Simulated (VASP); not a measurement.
# GaP in VASP: further runs, part 2 of 2

VASP 6.6.1. The steps go on from the part before.

## Step 3: Single point, PBEsol (strain +0.040 along x and y, +0.080 along z)

File INCAR:

```
ALGO = Normal ; EDIFF = 1E-7
ENCUT = 520 ; GGA = PS
ISIF = 2 ; ISMEAR = 0
LASPH = True ; LCHARG = False
LREAL = False ; LWAVE = False
NBANDS = 16 ; NELM = 60
PREC = Accurate ; SIGMA = 0.05
```

File KPOINTS:

```
k-points
0
Gamma
  8 8 8
```

File POSCAR:

```
GaP
1.0
    0.0000000000      2.8342600000      2.9432700000
    2.8342600000      0.0000000000      2.9432700000
    2.8342600000      2.8342600000      0.0000000000
Ga P
1 1
Direct
    0.0000000000      0.0000000000      0.0000000000
    0.7500000000      0.7500000000      0.7500000000
```

Potentials or basis: VASP PAW PBE potentials, release 64 (Ga_d, P).

Launch:

```
cat potpaw_PBE.64/Ga_d/POTCAR potpaw_PBE.64/P/POTCAR > POTCAR
mpirun -np 1 vasp_std > vasp.out
```

OUTCAR:

```text
EDIFF = 1E-7
   ENCUT = 520
   GGA = PS
   ISIF = 2
   ISMEAR = 0
   LASPH = True
   LREAL = False
   NELM = 60
   PREC = Accurate

 ion  position               nearest neighbor table
   1  0.000  0.000  0.000-   2 2.49   2 2.49   2 2.49   2 2.49
   2  0.750  0.750  0.750-   1 2.49   1 2.49   1 2.49   1 2.49

  LATTYP: Found a body centered tetragonal cell.
 ALAT       =     4.0082489313
 C/A-ratio  =     1.4686063917

  Lattice vectors:

 A1 = (  -2.8342600000,   0.0000000000,   2.9432700000)
 A2 = (   2.8342600000,   0.0000000000,   2.9432700000)
 A3 = (   0.0000000000,   2.8342600000,  -2.9432700000)

Analysis of symmetry for initial positions (statically):
=====================================================================
 Subroutine PRICEL returns:
 Original cell was already a primitive cell.

 Routine SETGRP: Setting up the symmetry group for a
 body centered tetragonal supercell.

 Subroutine GETGRP returns: Found  8 space group operations
 (whereof  8 operations were pure point group operations)
[... 157 lines left out ...]
  ---------------------------------------------------
  ext. energy  EPLUGINS =         0.00000000
  ---------------------------------------------------
  free energy    TOTEN  =        -9.66588407 eV

  energy without entropy =       -9.66588407  energy(sigma->0) =       -9.66588407

 E-fermi :   3.3879     XC(G=0):  -9.3362

 val. band max:        3.1766175464   @ k =   0.0000   0.0000   0.0000
 cond. band min:       3.6298758559   @ k =   0.0000   0.0000   0.0000
 fundamental gap:      0.4532583095
 Fermi energy:         3.3879451089

 k-point     1 :       0.0000    0.0000    0.0000
  band No.  band energies     occupation
      1     -11.2493      2.00000
      2     -11.2386      2.00000
      3     -11.2386      2.00000
      4     -11.1851      2.00000
      5     -11.1772      2.00000
      6      -8.3428      2.00000
[... 433 lines left out ...]
      3     -11.2241      2.00000
      4     -11.1880      2.00000
      5     -11.1718      2.00000
      6      -7.1500      2.00000
[... 8 lines left out ...]
     15      13.1799      0.00000
     16      13.6613      0.00000

 [... further k-points ...]
[... 5 lines left out ...]
  --------------------------------------------------------------------------------------
  -------------------------------------------------------------------------------------
  Total       -2.5411291     -2.5411291     -3.3548162      0.0000000      0.0000000      0.0000000
  in kB      -86.0989481    -86.0989481   -113.6684248      0.0000000      0.0000000      0.0000000
  external PRESSURE =     -95.2887737 kB  Pullay stress =       0.0000000 kB

 VOLUME and BASIS-vectors are now :
 -----------------------------------------------------------------------------
  energy-cutoff  :      520.00
  volume of cell :       47.29
      direct lattice vectors                 reciprocal lattice vectors
     0.000000000  2.834260000  2.943270000    -0.176412891  0.176412891  0.169879080
     2.834260000  0.000000000  2.943270000     0.176412891 -0.176412891  0.169879080
     2.834260000  2.834260000  0.000000000     0.176412891  0.176412891 -0.169879080

 POSITION                                       TOTAL-FORCE (eV/Angst)
 -----------------------------------------------------------------------------------
      0.00000      0.00000      0.00000        -0.000000     -0.000000      0.000000
      4.25139      4.25139      4.41491         0.000000      0.000000     -0.000000
 -----------------------------------------------------------------------------------
    total drift:                               -0.000001     -0.000001     -0.000001

  FREE ENERGIE OF THE ION-ELECTRON SYSTEM (eV)
  ---------------------------------------------------
  free  energy   TOTEN  =        -9.6658840712 eV

  energy  without entropy=       -9.6658840712  energy(sigma->0) =       -9.66588407
```

Run time: 55 s. Hardware: 1 thread of Intel Xeon Platinum 8259CL at 2.50GHz (Skylake/Cascade Lake), shared host; peak memory 0.19 GiB.

What came out:

```yaml
Free_energy: -9.6659 eV
Pressure: -9.5 GPa
Band_gap_on_the_k_mesh: 0.45 eV
```

Stress tensor (GPa, compression positive):
```
 -8.61   0.00   0.00
  0.00  -8.61   0.00
  0.00   0.00 -11.37
```

Levels at points of the mesh, in eV from the valence-band top:
| k point | band 5 | band 6 | band 7 | band 8 | band 9 | band 10 | band 11 | band 12 | band 13 | band 14 |
| --- | --- | --- | --- | --- | --- | --- | --- | --- | --- | --- |
| (0.00, 0.00, 0.00) | -14.35 | -11.52 | -0.20 | 0.00 | 0.00 | 0.45 | 3.74 | 3.74 | 3.83 | 7.85 |
| (0.50, 0.00, 0.00) | -14.35 | -9.90 | -5.97 | -1.12 | -0.85 | 1.04 | 4.49 | 4.70 | 7.65 | 9.63 |
| (0.50, 0.50, 0.00) | -14.35 | -9.27 | -6.34 | -2.13 | -2.13 | 1.88 | 1.95 | 9.32 | 9.32 | 9.50 |
| (0.50, 0.00, 0.50) | -14.34 | -9.15 | -6.13 | -2.36 | -2.34 | 1.62 | 1.66 | 9.21 | 9.31 | 9.77 |

Caveat: the cell differs from its parent crystal (strain +0.040 along x and y, +0.080 along z); the cell stands under tension; semilocal functionals underestimate gaps, and a narrow one can read as zero; the PAW data sets were made with another functional, which shifts forces and pressure a little.

## Step 4: Single point, PBEsol (strain -0.080 along x and y, -0.080 along z)

File INCAR:

```
  ALGO = Normal
  EDIFF = 1E-6
  ENCUT = 520
  GGA = PS
  ISIF = 2
  ISMEAR = 0
  LASPH = T
  LCHARG = T
  LELF = T
  LREAL = F
  LVHAR = T
  LWAVE = F
  NBANDS = 16
  NELM = 80
  PREC = Accurate
  SIGMA = 0.05
```

KPOINTS is that of step 3.

File POSCAR:

```
GaP
1.0
    0.0000000000      2.5072300000      2.5072300000
    2.5072300000      0.0000000000      2.5072300000
    2.5072300000      2.5072300000      0.0000000000
Ga P
1 1
Direct
    0.0000000000      0.0000000000      0.0000000000
    0.7500000000      0.7500000000      0.7500000000
```

Launch:

```
cat potpaw_PBE.64/Ga_d/POTCAR potpaw_PBE.64/P/POTCAR > POTCAR
mpirun -np 1 vasp_std > vasp.out
```

Run time: 24 s. Hardware: 1 thread of AMD EPYC 7R43 (Zen 3), shared host; peak memory 0.13 GiB.

It converged, with:

```
Free energy            : -9.1587 eV
Pressure               : 34.8 GPa
Band gap on the k mesh : 0.88 eV (least direct gap 3.63 eV)
```

Levels at points of the mesh, in eV from the valence-band top:
```tsv
k point	band 6	band 7	band 8	band 9	band 10	band 11	band 12	band 13
(0.00, 0.00, 0.00)	-14.73	0.00	0.00	0.00	3.63	3.63	3.63	3.87
(0.50, 0.00, 0.00)	-11.66	-8.42	-1.56	-1.56	2.33	4.44	4.44	8.33
(0.50, 0.50, 0.00)	-10.42	-8.19	-3.74	-3.74	0.88	1.27	12.37	12.37
```

Caveat: the cell differs from its parent crystal (strain -0.080 along x and y, -0.080 along z); the cell stands under pressure; the PAW data sets were made with another functional, which shifts forces and pressure a little. A k mesh can miss the band edges.

## Step 5: Single point, PBEsol (strain -0.040 along x and y, -0.040 along z)

File INCAR:

```
PREC     = Accurate       # precision mode
ENCUT    = 520            # plane-wave cutoff, eV
EDIFF    = 1E-7           # SCF threshold, eV
ISMEAR   = 0              # smearing method
SIGMA    = 0.05           # smearing width, eV
LREAL    = F              # projectors in reciprocal space
LASPH    = T              # aspherical terms in the spheres
NELM     = 100            # most SCF steps
ALGO     = Normal         # electronic algorithm
ISIF     = 2              # what is computed and relaxed
LWAVE    = F              # write WAVECAR
LCHARG   = F              # write CHGCAR
GGA      = PS             # functional
NBANDS   = 16             # bands
```

File KPOINTS:

```
Automatic mesh
0
Gamma
  8 8 8
```

File POSCAR:

```
GaP
1.0
    0.0000000000      2.6162400000      2.6162400000
    2.6162400000      0.0000000000      2.6162400000
    2.6162400000      2.6162400000      0.0000000000
Ga P
1 1
Direct
    0.0000000000      0.0000000000      0.0000000000
    0.7500000000      0.7500000000      0.7500000000
```

Launch:

```
cat potpaw_PBE.64/Ga_d/POTCAR potpaw_PBE.64/P/POTCAR > POTCAR
mpirun -np 1 vasp_std > vasp.out
```

It took 27 s on 1 thread of AMD EPYC 7R43 (Zen 3), shared host; peak memory 0.13 GiB.

The run converged. Its results:

```
Free energy            : -9.7658 eV
Pressure               : 12.5 GPa
Band gap on the k mesh : 1.24 eV (least direct gap 2.78 eV)
```

Levels at points of the mesh, in eV from the valence-band top:
| k point | band 6 | band 7 | band 8 | band 9 | band 10 | band 11 | band 12 | band 13 |
| --- | --- | --- | --- | --- | --- | --- | --- | --- |
| (0.00, 0.00, 0.00) | -13.52 | 0.00 | 0.00 | 0.00 | 2.78 | 3.77 | 3.77 | 3.77 |
| (0.50, 0.00, 0.00) | -10.99 | -7.47 | -1.32 | -1.32 | 1.96 | 4.59 | 4.59 | 8.26 |
| (0.50, 0.50, 0.00) | -9.92 | -7.43 | -3.18 | -3.18 | 1.24 | 1.55 | 11.47 | 11.47 |

Caveat: the cell differs from its parent crystal (strain -0.040 along x and y, -0.040 along z); the cell stands under pressure; the PAW data sets were made with another functional, which shifts forces and pressure a little. A k mesh can miss the band edges.

## Step 6: Single point, PBEsol (strain +0.040 along x and y, +0.040 along z)

File INCAR:

```
SYSTEM = GaP
PREC = Accurate ; ENCUT = 520
EDIFF = 1E-6 ; ISMEAR = 0
SIGMA = 0.05 ; LREAL = .False.
LASPH = .True. ; NELM = 60
ALGO = Normal ; ISIF = 2
LWAVE = .False. ; LCHARG = .True.
GGA = PS ; LELF = .True.
LVHAR = .True. ; NBANDS = 16
```

File KPOINTS:

```
Automatic mesh
0
Gamma
  8 8 8
  0 0 0
```

File POSCAR:

```
GaP
1.0
    0.0000000000      2.8342600000      2.8342600000
    2.8342600000      0.0000000000      2.8342600000
    2.8342600000      2.8342600000      0.0000000000
Ga P
1 1
Direct
    0.0000000000      0.0000000000      0.0000000000
    0.7500000000      0.7500000000      0.7500000000
```

Potentials or basis: VASP PAW PBE potentials, release 64 (Ga_d, P).

Launch:

```
cat potpaw_PBE.64/Ga_d/POTCAR potpaw_PBE.64/P/POTCAR > POTCAR
mpirun -np 1 vasp_std > vasp.out
```

Run time: 31 s. Hardware: 1 thread of AMD EPYC 7R43 (Zen 3), shared host; peak memory 0.14 GiB.

The run converged. Its results:

| Item | Value |
| --- | --- |
| Free energy | -9.7718 eV |
| Pressure | -8.0 GPa |
| Band gap on the k mesh | 0.82 eV |

Levels at points of the mesh, in eV from the valence-band top:
| k point | band 7 | band 8 | band 9 | band 10 | band 11 | band 12 |
| --- | --- | --- | --- | --- | --- | --- |
| (0.00, 0.00, 0.00) | 0.00 | 0.00 | 0.00 | 0.82 | 3.83 | 3.83 |
| (0.50, 0.00, 0.00) | -6.08 | -0.97 | -0.97 | 1.24 | 4.65 | 4.65 |
| (0.50, 0.50, 0.00) | -6.29 | -2.33 | -2.33 | 1.74 | 1.79 | 9.67 |

Caveat: the cell differs from its parent crystal (strain +0.040 along x and y, +0.040 along z); the cell stands under tension; the PAW data sets were made with another functional, which shifts forces and pressure a little. A k mesh can miss the band edges.

## Step 7: The runs side by side

```tsv
cell	gap on the mesh (eV)	pressure (GPa)
a = 3.932, b = 3.932, c = 3.854 Å, angles 60.7, 60.7, 58.7°, 2 atoms	1.34	-3.6
a = 4.086, b = 4.086, c = 4.008 Å, angles 60.6, 60.6, 58.7°, 2 atoms	0.45	-9.5
a = 3.546 Å, angles 60.0°, 2 atoms	0.88	34.8
a = 3.700 Å, angles 60.0°, 2 atoms	1.24	12.5
a = 4.008 Å, angles 60.0°, 2 atoms	0.82	-8.0
```

Alike in all rows: task single point; level PBEsol; potentials or basis VASP PAW PBE potentials, release 64 (Ga_d, P); no spin polarisation; k mesh 8 × 8 × 8; cutoff (eV) 520; smearing gaussian 0.05 eV.

Caveats: the PAW data sets were made with another functional, which shifts forces and pressure a little; the cell stands under tension (at least some runs); the cell stands under pressure (at least some runs); semilocal functionals underestimate gaps, and a narrow one can read as zero (at least some runs).

Total energies depend on the potentials used, so only differences within one code and one set of settings carry meaning.
